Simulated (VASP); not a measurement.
# Fe (Fm-3m) in VASP: further runs, part 2 of 2

VASP 6.6.1. The steps go on from the part before.

### 4 Single point, PBE, collinear spin, ferromagnetic start

The input, INCAR:

```
SYSTEM = Fe
ALGO = Normal ; EDIFF = 1E-6
ENCUT = 520 ; GGA = PE
ISIF = 2 ; ISMEAR = -1
ISPIN = 2 ; LASPH = .TRUE.
LCHARG = .TRUE. ; LELF = .TRUE.
LMAXMIX = 4 ; LORBIT = 11
LREAL = .FALSE. ; LVHAR = .TRUE.
LWAVE = .FALSE. ; MAGMOM = 3.45
NBANDS = 14 ; NELM = 150
NUPDOWN = 3.45 ; PREC = Accurate
SIGMA = 0.1
```

The input, KPOINTS:

```
k-points
0
G
  12 12 12
  0 0 0
```

The input, POSCAR:

```
Fe
1.0
    0.0000000000      1.8395000000      1.8395000000
    1.8395000000      0.0000000000      1.8395000000
    1.8395000000      1.8395000000      0.0000000000
Fe
1
Direct
    0.0000000000      0.0000000000      0.0000000000
```

Potentials or basis: VASP PAW PBE potentials, release 64 (Fe).

Run with:

```
$ cat potpaw_PBE.64/Fe/POTCAR > POTCAR
$ mpirun -np 1 vasp_std > vasp.out
```

OUTCAR:

```text
SYSTEM = Fe
   EDIFF = 1E-6
   ENCUT = 520
   GGA = PE
   ISIF = 2
   ISMEAR = -1
   ISPIN = 2
   LASPH = .TRUE.
   LORBIT = 11
   LREAL = .FALSE.
   NELM = 150
   NUPDOWN = 3.45
   PREC = Accurate

 ion  position               nearest neighbor table
   1  0.000  0.000  0.000-

  LATTYP: Found a face centered cubic cell.
 ALAT       =     3.6790000000

  Lattice vectors:

 A1 = (   0.0000000000,   1.8395000000,   1.8395000000)
 A2 = (   1.8395000000,   0.0000000000,   1.8395000000)
 A3 = (   1.8395000000,   1.8395000000,   0.0000000000)

Analysis of symmetry for initial positions (statically):
=====================================================================
 Subroutine PRICEL returns:
 Original cell was already a primitive cell.

 Routine SETGRP: Setting up the symmetry group for a
 face centered cubic supercell.

 Subroutine GETGRP returns: Found 48 space group operations
 (whereof 48 operations were pure point group operations)
 out of a pool of 48 trial point group operations.

The static configuration has the point symmetry O_h .

Analysis of symmetry for dynamics (positions and initial velocities):
=====================================================================
 Subroutine PRICEL returns:
 Original cell was already a primitive cell.

 Routine SETGRP: Setting up the symmetry group for a
 face centered cubic supercell.

 Subroutine GETGRP returns: Found 48 space group operations
 (whereof 48 operations were pure point group operations)
 out of a pool of 48 trial point group operations.

The dynamic configuration has the point symmetry O_h .

Analysis of structural, dynamic, and magnetic symmetry:
=====================================================================
 Subroutine PRICEL returns:
 Original cell was already a primitive cell.

 Routine SETGRP: Setting up the symmetry group for a
 face centered cubic supercell.

 Subroutine GETGRP returns: Found 48 space group operations
 (whereof 48 operations were pure point group operations)
[... 151 lines left out ...]
 fundamental gap:     -2.5394808344
 Fermi energy:         7.7546962300

 spin component 1

 k-point     1 :       0.0000    0.0000    0.0000
  band No.  band energies     occupation
      1      -3.2924      1.00000
      2       2.3285      1.00000
      3       2.3285      1.00000
      4       2.3285      1.00000
      5       3.2494      1.00000
      6       3.2494      1.00000
      7      26.3354      0.00000
      8      30.1891      0.00000
      9      30.1891      0.00000
     10      30.1891      0.00000
     11      32.7704      0.00000
     12      32.7704      0.00000
     13      32.7704      0.00000
     14      35.5790      0.00000
[... 379 lines left out ...]
      3       2.5510      1.00000
      4       2.6396      1.00000
      5       3.9859      1.00000
      6       7.0154      0.99938
      7      10.9134      0.00000
      8      20.4279      0.00000
      9      24.8060      0.00000
     10      25.7985      0.00000
     11      34.0275      0.00000
     12      34.4307      0.00000
     13      41.0293      0.00000
     14      43.5053      0.00000

 [... further k-points ...]

 spin component 2

 k-point     1 :       0.0000    0.0000    0.0000
  band No.  band energies     occupation
      1      -2.4772      1.00000
      2       5.3458      0.02290
      3       5.3459      0.02288
      4       5.3459      0.02288
      5       6.8559      0.00000
      6       6.8559      0.00000
      7      26.5733      0.00000
      8      31.1499      0.00000
      9      31.1499      0.00000
     10      31.1500      0.00000
     11      34.1270      0.00000
     12      34.1270      0.00000
     13      34.1270      0.00000
     14      35.5142      0.00000
[... 379 lines left out ...]
      3       5.0875      0.23684
      4       5.8195      0.00021
      5       7.4264      0.00000
      6       9.2544      0.00000
      7      13.0008      0.00000
      8      21.6465      0.00000
      9      26.1325      0.00000
     10      26.6515      0.00000
     11      35.2228      0.00000
     12      35.3137      0.00000
     13      42.2097      0.00000
     14      44.6866      0.00000

 [... further k-points ...]
[... 5 lines left out ...]
  --------------------------------------------------------------------------------------
  -------------------------------------------------------------------------------------
  Total        1.3328808      1.3328808      1.3328808     -0.0000000      0.0000000      0.0000000
  in kB      171.5428049    171.5428049    171.5428049     -0.0000000      0.0000000      0.0000000
  external PRESSURE =     171.5428049 kB  Pullay stress =       0.0000000 kB

 VOLUME and BASIS-vectors are now :
 -----------------------------------------------------------------------------
  energy-cutoff  :      520.00
  volume of cell :       12.45
      direct lattice vectors                 reciprocal lattice vectors
     0.000000000  1.839500000  1.839500000    -0.271812993  0.271812993  0.271812993
     1.839500000  0.000000000  1.839500000     0.271812993 -0.271812993  0.271812993
     1.839500000  1.839500000  0.000000000     0.271812993  0.271812993 -0.271812993

 POSITION                                       TOTAL-FORCE (eV/Angst)
 -----------------------------------------------------------------------------------
      0.00000      0.00000      0.00000         0.000000      0.000000      0.000000
 -----------------------------------------------------------------------------------
    total drift:                                0.000000      0.000000      0.000000

  FREE ENERGIE OF THE ION-ELECTRON SYSTEM (eV)
  ---------------------------------------------------
  free  energy   TOTEN  =        -7.5356395347 eV

  energy  without entropy=       -7.5002070717  energy(sigma->0) =       -7.51792330

 total charge

# of ion       s       p       d       tot
------------------------------------------
    1        0.491   0.543   6.035   7.069

 magnetization (x)

# of ion       s       p       d       tot
------------------------------------------
    1        0.025   0.088   3.226   3.340
```

OSZICAR:

```text
N       E                     dE             d eps       ncg     rms          rms(c)
DAV:   1     0.254684718512E+02    0.25468E+02   -0.38064E+03  4414   0.678E+02
DAV:   2    -0.747975284388E+01   -0.32948E+02   -0.30393E+02  4326   0.132E+02
DAV:   3    -0.838511756309E+01   -0.90536E+00   -0.90161E+00  4890   0.230E+01
DAV:   4    -0.838841391913E+01   -0.32964E-02   -0.32961E-02  4764   0.123E+00
DAV:   5    -0.838843225328E+01   -0.18334E-04   -0.18334E-04  4842   0.951E-02    0.118E+01
DAV:   6    -0.761141628636E+01    0.77702E+00   -0.77638E+00  5010   0.348E+01    0.727E+00
DAV:   7    -0.755275723104E+01    0.58659E-01   -0.24770E-01  4848   0.594E+00    0.466E+00
DAV:   8    -0.754418581544E+01    0.85714E-02   -0.49278E-03  4754   0.600E-01    0.206E+00
DAV:   9    -0.753562628504E+01    0.85595E-02   -0.59518E-03  5332   0.582E-01    0.133E-01
DAV:  10    -0.753561975259E+01    0.65324E-05   -0.38881E-04  4476   0.161E-01    0.401E-02
DAV:  11    -0.753563922322E+01   -0.19471E-04   -0.52630E-05  4782   0.736E-02    0.372E-02
DAV:  12    -0.753563783920E+01    0.13840E-05   -0.99616E-06  4922   0.285E-02    0.194E-02
DAV:  13    -0.753563940916E+01   -0.15700E-05   -0.18678E-06  4392   0.825E-03    0.268E-03
DAV:  14    -0.753563953474E+01   -0.12558E-06   -0.22684E-08  2298   0.130E-03
   1 F= -.75356395E+01 E0= -.75179233E+01  d E =-.354325E-01  mag=     3.4500
```

Wall time 12 s (1 thread of Intel Xeon 6975P-C (Granite Rapids), shared host); peak memory 0.14 GiB.

Results:

```
Free energy                                           : -7.5356 eV
Pressure                                              : 17.2 GPa
Net moment                                            : 3.45 μB per cell
Site moments                                          : Fe +3.34 μB
Valence electrons inside the program's atomic spheres : Fe 7.07
```

Caveat: the total moment is fixed, so each spin has its own Fermi level.

### 5 Single point, PBE, collinear spin, ferromagnetic start

The input, INCAR:

```
SYSTEM = Fe
ALGO = Normal
EDIFF = 1E-7
ENCUT = 520
GGA = PE
ISIF = 2
ISMEAR = -1
ISPIN = 2
LASPH = .TRUE.
LCHARG = .FALSE.
LMAXMIX = 4
LORBIT = 11
LREAL = .FALSE.
LWAVE = .FALSE.
MAGMOM = 4.6
NBANDS = 14
NELM = 150
NUPDOWN = 4.6
PREC = Accurate
SIGMA = 0.1
```

KPOINTS is that of step 4.

POSCAR is that of step 4.

Run with:

```
$ cat potpaw_PBE.64/Fe/POTCAR > POTCAR
$ mpirun -np 1 vasp_std > vasp.out
```

Run time: 12 s. Hardware: 1 thread of Intel Xeon 6975P-C (Granite Rapids), shared host; peak memory 0.13 GiB.

Results (log left out):

| Property | Result |
| --- | --- |
| Free energy | -4.4367 eV |
| Pressure | 72.8 GPa |
| Net moment | 4.60 μB per cell |
| Site moments | Fe +4.28 μB |
| Valence electrons inside the program's atomic spheres | Fe 7.04 |

Caveat: the total moment is fixed, so each spin has its own Fermi level.

### 6 Single point, PBE, collinear spin, ferromagnetic start

The input, INCAR:

```
PREC = Accurate
ENCUT = 520
EDIFF = 1E-7
ISMEAR = -1
SIGMA = 0.1
LREAL = False
LASPH = True
NELM = 150
ALGO = Normal
ISIF = 2
LWAVE = False
LCHARG = False
ISPIN = 2
MAGMOM = 0.58
LORBIT = 11
NUPDOWN = 0.58
LMAXMIX = 4
GGA = PE
NBANDS = 14
```

The input, KPOINTS:

```
Automatic mesh
0
Gamma
  12 12 12
```

POSCAR is that of step 5.

Potentials or basis: VASP PAW PBE potentials, release 64 (Fe).

Run with:

```
$ cat potpaw_PBE.64/Fe/POTCAR > POTCAR
$ mpirun -np 1 vasp_std > vasp.out
```

Run time: 14 s. Hardware: 1 thread of Intel Xeon 6975P-C (Granite Rapids), shared host; peak memory 0.14 GiB.

Results (log left out):

* Free energy: -7.8629 eV
* Pressure: -32.0 GPa
* Net moment: 0.58 μB per cell
* Site moments: Fe +0.58 μB
* Valence electrons inside the program's atomic spheres: Fe 7.09

Caveat: the total moment is fixed, so each spin has its own Fermi level.

### 7 Summary

```tsv
fixed moment (μB)	pressure (GPa)	moment (μB)
1.15	-28.1	1.15
2.3	-11.6	2.30
3.45	17.2	3.45
4.6	72.8	4.60
0.58	-32.0	0.58
```

Alike in all rows: task single point; level PBE; potentials or basis VASP PAW PBE potentials, release 64 (Fe); spin collinear, ferromagnetic start; cell as given; k mesh 12 × 12 × 12; cutoff (eV) 520; smearing fermi-dirac 0.1 eV.

Caveats: the total moment is fixed, so each spin has its own Fermi level.

Total energies depend on the potentials used, so only differences within one code and one set of settings carry meaning.
